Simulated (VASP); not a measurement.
A run of VASP 6.6.1 is set up as follows.

The input POSCAR:

```
C
1.0
    3.5602834153      0.0000000000      0.0000000000
    0.0000000000     -3.5602834153      0.0000000000
    0.0000000000      0.0000000000     -3.5602834153
C
8
Direct
    0.4675671736      0.0324328264      0.0324328264
    0.0000000000      0.5000000000      0.0000000000
    0.0000000000      0.0000000000      0.5000000000
    0.5000000000      0.5000000000      0.5000000000
    0.7500000000      0.7500000000      0.7500000000
    0.2500000000      0.2500000000      0.7500000000
    0.2500000000      0.7500000000      0.2500000000
    0.7500000000      0.2500000000      0.2500000000
```

Contents of INCAR.step1:

```
SYSTEM = C
PREC = Accurate ; ENCUT = 910
ISMEAR = 0 ; SIGMA = 0.05
LREAL = .False. ; LASPH = .True.
NELM = 120 ; NBANDS = 26
GGA = PE ; ALGO = Normal
EDIFF = 1E-5 ; LWAVE = .True.
LCHARG = .False. ; GGA_COMPAT = .False.
```

The input INCAR.step2:

```
SYSTEM = C
PREC = Accurate ; ENCUT = 910
EDIFF = 1E-6 ; ISMEAR = 0
SIGMA = 0.05 ; LREAL = .False.
LASPH = .True. ; NELM = 120
ALGO = Normal ; ISIF = 2
LWAVE = .False. ; LCHARG = .False.
METAGGA = R2SCAN ; LMIXTAU = .True.
NBANDS = 26 ; ISTART = 1
GGA_COMPAT = .False.
```

The input KPOINTS:

```
Automatic mesh
0
Gamma
  6 6 6
  0 0 0
```

Potentials or basis: VASP PAW PBE potentials, release 64 (C_h).

Command:

```sh
$ cat potpaw_PBE.64/C_h/POTCAR > POTCAR
$ cp INCAR.step1 INCAR
$ mpirun -np 1 vasp_std > vasp.out
$ cp INCAR.step2 INCAR
$ mpirun -np 1 vasp_std > vasp.out
```

(1) Predict the band gap on the k mesh.

(2) Predict the pressure.

(3) Estimate the largest force.

Answers

(1) 2.51 eV.

(2) 2.5 GPa.

(3) 7.275 eV/Å.

Caveat: the cell differs from its parent crystal (atom 1 (C) moved -0.200 Å towards its neighbour atom 5 (C) at 1.542 Å); the cutoff is under 1.25 times the usual one of these potentials, so pressure, stress and relaxed cells hold a basis-set (Pulay) error; the PAW data sets were made with another functional, which shifts forces and pressure a little.
